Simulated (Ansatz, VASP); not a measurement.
# B: VASP beside Ansatz

INCAR

```
SYSTEM = B
PREC = Accurate
ENCUT = 500
EDIFF = 1E-6
ISMEAR = 0
SIGMA = 0.15
LREAL = .False.
LASPH = .True.
NELM = 120
ALGO = Normal
ISIF = 2
LWAVE = .False.
LCHARG = .True.
GGA = PE
IVDW = 12
LELF = .True.
LVHAR = .True.
NBANDS = 8
GGA_COMPAT = .False.
```

KPOINTS

```
regular mesh
0
Gamma
  33 33 14
  0 0 0
```

The input POSCAR:

```
B
1.0
    1.6173118970      0.0000000000      0.0000000000
   -0.8086559485      1.4006331887      0.0000000000
    0.0000000000      0.0000000000      3.4536517075
B
1
Direct
    0.0000000000      0.0000000000      0.0000000000
```

Input for Ansatz:

```yaml
crystal:
  lattice:
    - [1.617311897, 0.0, 0.0]
    - [-0.8086559485, 1.4006331887, 0.0]
    - [0.0, 0.0, 3.4536517075]
  atoms:
    - { symbol: B, position: [0.0, 0.0, 0.0] }
basis:
  ecutwfc: 420
kpoints:
  mp_grid: { grid: [33, 33, 14] }
hamiltonian:
  xc: pbe
  dispersion: d3bj
scf:
  occupations: { method: gaussian, width: 0.15 }
output:
  forces: true
  stress: true
  eigenvalues: true
```

Change from the starting cell: strain -0.050 along x and y, -0.050 along z, atoms carried along.

Alike in both runs: task single point; functional PBE; dispersion D3(BJ); k mesh 33 × 33 × 14; occupations gaussian, width 0.15 eV; no spin polarisation.

```csv
,VASP,Ansatz
version,VASP 6.6.1,Ansatz 0.2.0
potentials or method,"VASP PAW PBE potentials, release 64 (B), cutoff 500 eV","scalar-relativistic, plane waves, PAW"
valence electrons in the cell,3,3
```

Ansatz gave:

```
gap on the k mesh at the Fermi level (eV)                     : none
pressure (GPa)                                                : 37.7
traceless stress, the component that is largest in VASP (GPa) : -39.38
```

**Question.** Estimate VASP's values.

**Answer.** gap on the k mesh at the Fermi level (eV): none; pressure (GPa): 37.7; traceless stress, the component that is largest in VASP (GPa): -39.52.

A gap of «none» marks a metal or a gap that the smearing closes. Both programs put the cell under a high pressure, so it lies far from rest at this level.
